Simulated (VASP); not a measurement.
C:

```
C
1.0
     2.46729    0.00000    0.00000
    -1.23365    2.13674    0.00000
     0.00000    0.00000    7.80307
C
4
Direct
  0.00000 0.00000 0.25000
  0.00000 0.00000 0.75000
  0.33333 0.66667 0.25000
  0.66667 0.33333 0.75000
```

| Property | Result |
| --- | --- |
| Program | VASP 6.6.1 |
| Task | relaxation of cell and atoms |
| Functional | PBE |
| Dispersion | D3(BJ) |
| Potentials or basis | VASP PAW PBE potentials, release 64 (C) |
| Cutoff | 600 eV |
| k mesh | 21 × 21 × 6 |
| Occupations | gaussian, width 0.1 eV |
| Spin | no spin polarisation |

At the start: pressure -1.1 GPa; volume 10.28 Å³/atom.

Q: How do energy, volume and symmetry change on relaxing?

A: Over 14 steps the energy falls by 14.7 meV/atom and the volume is 8.78 Å³/atom (-14.6 %); space group P6_3/mmc (No. 194, to 0.1 Å) before and after.

Step by step:
```
step  energy change (eV)  largest force (eV/Å)  pressure (GPa)  volume (Å³)
   1              0.0000                0.0000           -1.14        41.14
   2             -0.0031                0.0000            0.35        40.70
   3             -0.0038                0.0000            1.53        40.38
   4             -0.0046                0.0000            1.57        40.32
   5             -0.0071                0.0000            1.52        40.14
   6             -0.0119                0.0000            1.56        39.78
   7             -0.0214                0.0000            1.62        39.07
   8             -0.0389                0.0000            1.76        37.64
   9             -0.0564                0.0000            2.49        34.79
  10             -0.0536                0.0000           -3.55        35.33
  11             -0.0586                0.0000            0.05        35.01
  12             -0.0586                0.0000            0.03        35.02
  13             -0.0586                0.0000            0.01        35.06
  14             -0.0587                0.0000           -0.01        35.13
```

Final structure:
```cif
data_structure
_symmetry_space_group_name_H-M 'P 1'
_symmetry_Int_Tables_number 1
_cell_length_a 2.4650
_cell_length_b 2.4650
_cell_length_c 6.6762
_cell_angle_alpha 90.000
_cell_angle_beta 90.000
_cell_angle_gamma 120.000
_cell_volume 35.13
loop_
_atom_site_label
_atom_site_type_symbol
_atom_site_fract_x
_atom_site_fract_y
_atom_site_fract_z
_atom_site_occupancy
C1 C 0.00000 0.00000 0.25000 1
C2 C 0.00000 0.00000 0.75000 1
C3 C 0.33333 0.66667 0.25000 1
C4 C 0.66667 0.33333 0.75000 1
```
